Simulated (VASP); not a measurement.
# Ni (I4/mmm) in VASP: further runs

Runs on Ni. Level: PBEsol. Tasks: single point.

Program: VASP 6.6.1. These are calculated values, not measurements. Logs are shortened: lines on timing, memory, paths and dates and some standing lists are left out, and cuts for length are marked.

**1. The cell of the first run**

It takes space group I4/mmm (No. 139, tetragonal). Conventional cell: a = 2.767 Å, b = 2.767 Å, c = 3.131 Å, α = 90.00°, β = 90.00°, γ = 90.00°. Within 3.3 Å of Ni (site symmetry 4/mmm) lie 14 Ni at 2.51 to 3.13 Å.

**2. Single point, PBEsol, collinear spin, ferromagnetic start (strain +0.1312 x Voigt [0, 1, 0, 0, 0, 0])**

INCAR reads:

```
SYSTEM = Ni
PREC     = Accurate       ! precision mode
ENCUT    = 520            ! plane-wave cutoff, eV
EDIFF    = 1E-6           ! SCF threshold, eV
ISMEAR   = 0              ! smearing method
SIGMA    = 0.15           ! smearing width, eV
LREAL    = .FALSE.        ! projectors in reciprocal space
LASPH    = .TRUE.         ! aspherical terms in the spheres
NELM     = 150            ! most SCF steps
ALGO     = Fast           ! electronic algorithm
ISIF     = 2              ! what is computed and relaxed
LWAVE    = .FALSE.        ! write WAVECAR
LCHARG   = .FALSE.        ! write CHGCAR
ISPIN    = 2              ! spin polarisation
MAGMOM   = 0.5            ! initial moments
LORBIT   = 11             ! projections on sites
LMAXMIX  = 4              ! l up to which the mixer works
GGA      = PS             ! functional
NBANDS   = 15             ! bands
```

KPOINTS reads:

```
Automatic mesh
0
G
  24 24 24
  0 0 0
```

POSCAR reads:

```
Ni
1.0
   -1.3837154700      1.5652589397      1.3837154700
    1.3837154700     -1.5652589397      1.3837154700
    1.3837154700      1.5652589397     -1.3837154700
Ni
1
Direct
    0.0000000000      0.0000000000      0.0000000000
```

Potentials or basis: VASP PAW PBE potentials, release 64 (Ni).

Started as:

```sh
$ cat potpaw_PBE.64/Ni/POTCAR > POTCAR
$ mpirun -np 1 vasp_std > vasp.out
```

OUTCAR:

```text
SYSTEM = Ni
   PREC = Accurate
   ENCUT = 520
   EDIFF = 1E-6
   ISMEAR = 0
   LREAL = .FALSE.
   LASPH = .TRUE.
   NELM = 150
   ISIF = 2
   ISPIN = 2
   LORBIT = 11
   GGA = PS

 ion  position               nearest neighbor table
   1  0.000  0.000  0.000-

  LATTYP: Found a body centered tetragonal cell.
 ALAT       =     2.7674309400
 C/A-ratio  =     1.1312000000

  Lattice vectors:

 A1 = (  -1.3837154700,  -1.5652589397,   1.3837154700)
 A2 = (   1.3837154700,  -1.5652589397,  -1.3837154700)
 A3 = (   1.3837154700,   1.5652589397,   1.3837154700)

Analysis of symmetry for initial positions (statically):
=====================================================================
 Subroutine PRICEL returns:
 Original cell was already a primitive cell.

 Routine SETGRP: Setting up the symmetry group for a
 body centered tetragonal supercell.

 Subroutine GETGRP returns: Found 16 space group operations
 (whereof 16 operations were pure point group operations)
 out of a pool of 16 trial point group operations.

The static configuration has the point symmetry D_4h.

Analysis of symmetry for dynamics (positions and initial velocities):
=====================================================================
 Subroutine PRICEL returns:
 Original cell was already a primitive cell.

 Routine SETGRP: Setting up the symmetry group for a
 body centered tetragonal supercell.

 Subroutine GETGRP returns: Found 16 space group operations
 (whereof 16 operations were pure point group operations)
 out of a pool of 16 trial point group operations.

The dynamic configuration has the point symmetry D_4h.

Analysis of structural, dynamic, and magnetic symmetry:
=====================================================================
 Subroutine PRICEL returns:
 Original cell was already a primitive cell.

 Routine SETGRP: Setting up the symmetry group for a
 body centered tetragonal supercell.

 Subroutine GETGRP returns: Found 16 space group operations
 (whereof 16 operations were pure point group operations)
 out of a pool of 16 trial point group operations.

The overall configuration has the point symmetry D_4h.

 Subroutine INISYM returns: Found 16 space group operations
 (whereof 16 operations are pure point group operations),
 and found     1 'primitive' translations

----------------------------------------------------------------------------------------

                                     Primitive cell

  volume of cell :      11.9878

  direct lattice vectors                    reciprocal lattice vectors
    -1.383715470  1.565258940  1.383715470     0.000000000  0.319435965  0.361345964
     1.383715470 -1.565258940  1.383715470     0.361345964  0.000000000  0.361345964
     1.383715470  1.565258940 -1.383715470     0.361345964  0.319435965  0.000000000

[... 122 lines left out ...]
 number of electron       9.9999997 magnetization       0.6183221

 Free energy of the ion-electron system (eV)
  ---------------------------------------------------
  ext. energy  EPLUGINS =         0.00000000
  ---------------------------------------------------
  free energy    TOTEN  =        -5.94997582 eV

  energy without entropy =       -5.92679664  energy(sigma->0) =       -5.93838623

 E-fermi :   7.8291     XC(G=0): -12.8657

 val. band max:        7.8288606003   @ k =   0.2500   0.2083   0.0417
 cond. band min:       7.8296905757   @ k =   0.4583   0.1250  -0.0000
 fundamental gap:      0.0008299754
 Fermi energy:         7.8291499368

 spin component 1

 k-point     1 :       0.0000    0.0000    0.0000
  band No.  band energies     occupation
      1      -0.5101      1.00000
      2       5.5528      1.00000
      3       5.5528      1.00000
      4       6.0506      1.00000
      5       6.4966      1.00000
      6       7.0906      1.00000
      7      31.7431      0.00000
      8      33.6097      0.00000
      9      33.6097      0.00000
     10      35.6812      0.00000
     11      36.6363      0.00000
     12      37.5519      0.00000
     13      37.5519      0.00000
     14      38.5111      0.00000
[... 403 lines left out ...]
      4       6.8912      1.00000
      5       7.1948      1.00000
      6       7.8402      0.45842
      7      14.0539      0.00000
      8      26.7941      0.00000
      9      27.6021      0.00000
     10      31.7419      0.00000
     11      34.3737      0.00000
     12      37.3800      0.00000
     13      43.6897      0.00000
     14      47.4588      0.00000
     15      51.9550      0.00000

 [... further k-points ...]

 spin component 2

 k-point     1 :       0.0000    0.0000    0.0000
  band No.  band energies     occupation
      1      -0.5219      1.00000
      2       6.2748      1.00000
      3       6.2748      1.00000
      4       6.7008      1.00000
      5       7.1626      1.00000
      6       7.6499      0.95451
      7      31.6323      0.00000
      8      33.5453      0.00000
      9      33.5453      0.00000
     10      35.7918      0.00000
     11      36.6362      0.00000
     12      37.7006      0.00000
     13      37.7006      0.00000
     14      38.4288      0.00000
[... 403 lines left out ...]
      4       7.3215      1.00000
      5       7.7861      0.65757
      6       8.4055      0.00000
      7      14.3761      0.00000
      8      26.7687      0.00000
      9      27.6959      0.00000
     10      31.8196      0.00000
     11      34.4544      0.00000
     12      37.4226      0.00000
     13      43.6847      0.00000
     14      47.5612      0.00000
     15      52.0248      0.00000

 [... further k-points ...]
[... 5 lines left out ...]
  --------------------------------------------------------------------------------------
  -------------------------------------------------------------------------------------
  Total       -1.8298525     -1.3214869     -1.8298525      0.0000000      0.0000000      0.0000000
  in kB     -244.5608272   -176.6174680   -244.5608272      0.0000000      0.0000000      0.0000000
  external PRESSURE =    -221.9130408 kB  Pullay stress =       0.0000000 kB

 VOLUME and BASIS-vectors are now :
 -----------------------------------------------------------------------------
  energy-cutoff  :      520.00
  volume of cell :       11.99
      direct lattice vectors                 reciprocal lattice vectors
    -1.383715470  1.565258940  1.383715470     0.000000000  0.319435965  0.361345964
     1.383715470 -1.565258940  1.383715470     0.361345964  0.000000000  0.361345964
     1.383715470  1.565258940 -1.383715470     0.361345964  0.319435965  0.000000000

 POSITION                                       TOTAL-FORCE (eV/Angst)
 -----------------------------------------------------------------------------------
      0.00000      0.00000      0.00000         0.000000      0.000000      0.000000
 -----------------------------------------------------------------------------------
    total drift:                                0.000000     -0.000000      0.000000

  FREE ENERGIE OF THE ION-ELECTRON SYSTEM (eV)
  ---------------------------------------------------
  free  energy   TOTEN  =        -5.9499758218 eV

  energy  without entropy=       -5.9267966405  energy(sigma->0) =       -5.93838623

 total charge

# of ion       s       p       d       tot
------------------------------------------
    1        0.459   0.418   8.284   9.160

 magnetization (x)

# of ion       s       p       d       tot
------------------------------------------
    1       -0.005  -0.019   0.659   0.635
```

OSZICAR:

```text
N       E                     dE             d eps       ncg     rms          rms(c)
DAV:   1     0.324043461385E+02    0.32404E+02   -0.42244E+03 67049   0.832E+02
DAV:   2    -0.561898187296E+01   -0.38023E+02   -0.35368E+02 73650   0.159E+02
DAV:   3    -0.710187953316E+01   -0.14829E+01   -0.14597E+01 77066   0.309E+01
DAV:   4    -0.711222233969E+01   -0.10343E-01   -0.10341E-01 77407   0.245E+00
DAV:   5    -0.711238257437E+01   -0.16023E-03   -0.16023E-03 79180   0.276E-01    0.963E+00
RMM:   6    -0.645808835002E+01    0.65429E+00   -0.22878E+00 85193   0.160E+01    0.748E+00
RMM:   7    -0.596746832975E+01    0.49062E+00   -0.32478E-01 83047   0.591E+00    0.181E+00
RMM:   8    -0.595249001575E+01    0.14978E-01   -0.39292E-03 98868   0.432E-01    0.767E-01
RMM:   9    -0.595052050508E+01    0.19695E-02   -0.69735E-04 98980   0.207E-01    0.239E-01
RMM:  10    -0.595005494189E+01    0.46556E-03   -0.14663E-04 96612   0.116E-01    0.871E-02
RMM:  11    -0.594997282668E+01    0.82115E-04   -0.56239E-05 92167   0.715E-02    0.325E-02
RMM:  12    -0.594997496248E+01   -0.21358E-05   -0.15374E-05 99991   0.242E-02    0.208E-02
RMM:  13    -0.594997582184E+01   -0.85936E-06   -0.20303E-06 73513   0.963E-03
   1 F= -.59499758E+01 E0= -.59383862E+01  d E =-.231792E-01  mag=     0.6189
```

Wall time 3.1 min (1 thread of AMD EPYC 9R45 (Zen 5), shared host); peak memory 0.33 GiB.

Results:

* Free energy: -5.9500 eV
* Pressure: -22.2 GPa
* Net moment: 0.62 μB per cell
* Site moments: Ni +0.64 μB
* Valence electrons inside the program's atomic spheres: Ni 9.16

Caveat: the cell differs from its parent crystal (strain +0.1312 x Voigt [0, 1, 0, 0, 0, 0]); the cell stands under tension; the PAW data sets were made with another functional, which shifts forces and pressure a little.

**3. Single point, PBEsol, collinear spin, ferromagnetic start (strain +0.1500 x Voigt [0, 1, 0, 0, 0, 0])**

INCAR reads:

```
SYSTEM = Ni
ALGO = Fast ; EDIFF = 1E-6
ENCUT = 520 ; GGA = PS
ISIF = 2 ; ISMEAR = 0
ISPIN = 2 ; LASPH = .TRUE.
LCHARG = .FALSE. ; LMAXMIX = 4
LORBIT = 11 ; LREAL = .FALSE.
LWAVE = .FALSE. ; MAGMOM = 0.5
NBANDS = 15 ; NELM = 150
PREC = Accurate ; SIGMA = 0.15
```

KPOINTS reads:

```
k-points
0
G
  24 24 24
  0 0 0
```

POSCAR reads:

```
Ni
1.0
   -1.3837154700      1.5912727905      1.3837154700
    1.3837154700     -1.5912727905      1.3837154700
    1.3837154700      1.5912727905     -1.3837154700
Ni
1
Direct
    0.0000000000      0.0000000000      0.0000000000
```

Potentials or basis: VASP PAW PBE potentials, release 64 (Ni).

Started as:

```sh
$ cat potpaw_PBE.64/Ni/POTCAR > POTCAR
$ mpirun -np 1 vasp_std > vasp.out
```

Wall time 3.1 min (1 thread of AMD EPYC 9R45 (Zen 5), shared host); peak memory 0.34 GiB.

The run converged. Its results:

```yaml
Free_energy: -5.9277 eV
Pressure: -23.9 GPa
Net_moment: 0.63 μB per cell
Site_moments: Ni +0.65 μB
Valence_electrons_inside_the_program's_atomic_spheres: Ni 9.14
```

Stress tensor (GPa, compression positive):
```
-26.23   0.00   0.00
  0.00 -19.26   0.00
  0.00   0.00 -26.23
```

Levels at points of the mesh, in eV from the Fermi level:
Spin up:
```
           k point  band 3  band 4  band 5  band 6  band 7  band 8
(0.00, 0.00, 0.00)   -2.26   -1.72   -1.39   -0.75   23.61   25.57
(0.50, 0.00, 0.00)   -1.42   -0.75   -0.34    0.06    5.16   19.28
(0.00, 0.50, 0.00)   -0.73   -0.65   -0.25    1.07    6.60   15.95
(0.50, 0.50, 0.50)   -0.50   -0.42   -0.42    5.90   10.80   10.80
```
Spin down:
| k point | band 2 | band 3 | band 4 | band 5 | band 6 | band 7 | band 8 | band 9 |
| --- | --- | --- | --- | --- | --- | --- | --- | --- |
| (0.00, 0.00, 0.00) | -1.53 | -1.53 | -1.06 | -0.70 | -0.18 | 23.49 | 25.51 | 25.51 |
| (0.50, 0.00, 0.00) | -1.97 | -0.80 | -0.07 | 0.02 | 0.45 | 5.56 | 19.21 | 19.92 |
| (0.00, 0.50, 0.00) | -2.68 | -0.03 | 0.00 | 0.60 | 1.04 | 6.90 | 15.93 | 16.05 |
| (0.50, 0.50, 0.50) | -3.16 | 0.21 | 0.42 | 0.42 | 5.90 | 10.83 | 10.83 | 12.28 |

Caveat: the cell differs from its parent crystal (strain +0.1500 x Voigt [0, 1, 0, 0, 0, 0]); the cell stands under tension; the PAW data sets were made with another functional, which shifts forces and pressure a little.
